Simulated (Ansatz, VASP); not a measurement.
Two plane-wave programs on TiCo3

POSCAR

```
TiCo3
1.0
    3.5136411754      0.0000000000      0.0000000000
    0.0000000000      3.5136411754      0.0000000000
    0.0000000000      0.0000000000      3.5136411754
Ti Co
1 3
Direct
    0.0000000000      0.0000000000      0.0000000000
    0.0000000000      0.5000000000      0.5000000000
    0.5000000000      0.0000000000      0.5000000000
    0.5000000000      0.5000000000      0.0000000000
```

The input INCAR.step1:

```
SYSTEM = TiCo3
PREC = Accurate ; ENCUT = 520
ISMEAR = 0 ; SIGMA = 0.1
LREAL = .FALSE. ; LASPH = .TRUE.
NELM = 150 ; ISPIN = 2
MAGMOM = -0.7 1.46 1.46 1.46 ; LMAXMIX = 4
NBANDS = 32 ; GGA = PE
ALGO = Normal ; EDIFF = 1E-4
LWAVE = .TRUE. ; LCHARG = .FALSE.
```

Contents of INCAR.step2:

```
SYSTEM = TiCo3
PREC = Accurate ; ENCUT = 520
EDIFF = 1E-6 ; ISMEAR = 0
SIGMA = 0.1 ; LREAL = .FALSE.
LASPH = .TRUE. ; NELM = 150
ALGO = Normal ; ISIF = 2
LWAVE = .FALSE. ; LCHARG = .FALSE.
ISPIN = 2 ; MAGMOM = -0.7 1.46 1.46 1.46
LORBIT = 11 ; LMAXMIX = 4
METAGGA = R2SCAN ; LMIXTAU = .TRUE.
NBANDS = 32 ; ISTART = 1
```

The input KPOINTS:

```
regular mesh
0
G
  12 12 12
  0 0 0
```

Input for Ansatz:

```yaml
crystal:
  lattice:
    - [3.5136411754, 0.0, 0.0]
    - [0.0, 3.5136411754, 0.0]
    - [0.0, 0.0, 3.5136411754]
  atoms:
    - { symbol: Ti, position: [0.0, 0.0, 0.0], spin: -0.7 }
    - { symbol: Co, position: [0.0, 0.5, 0.5], spin: 1.46 }
    - { symbol: Co, position: [0.5, 0.0, 0.5], spin: 1.46 }
    - { symbol: Co, position: [0.5, 0.5, 0.0], spin: 1.46 }
basis:
  ecutwfc: 500
kpoints:
  mp_grid: { grid: [12, 12, 12] }
hamiltonian:
  xc: r2scan
scf:
  occupations: { method: gaussian, width: 0.1 }
output:
  forces: true
  stress: true
  eigenvalues: true
  populations: true
magnetization:
  spin_polarized: true
```

Alike in both runs: task single point; functional r2SCAN; k mesh 12 × 12 × 12; occupations gaussian, width 0.1 eV; collinear spin.

|  | VASP | Ansatz |
| --- | --- | --- |
| version | VASP 6.6.1 | Ansatz 0.2.0 |
| potentials or method | VASP PAW PBE potentials, release 64 (Ti_sv, Co), cutoff 520 eV | scalar-relativistic, plane waves, PAW |
| valence electrons in the cell | 39 | 63 |

```tsv
	VASP	Ansatz	Ansatz less VASP
gap on the k mesh at the Fermi level (eV)	none	none	-
pressure (GPa)	6.1	14.5	+8.36
net moment per atom (μB)	0.00	0.71	+0.706
size of the moment on the site where the two differ most (μB)	0.00	1.27	+1.269
```

The net moments are unlike, so the other rows may belong to different states. VASP's potentials were made for PBE, not for r2SCAN. Site moments also hang on the region over which each program counts them. A gap of «none» marks a metal or a gap that the smearing closes. VASP's potentials hold 39 valence electrons a cell and Ansatz's 63, so a difference there can come from the potentials and not from the codes. Ansatz's warnings: stability check not made.
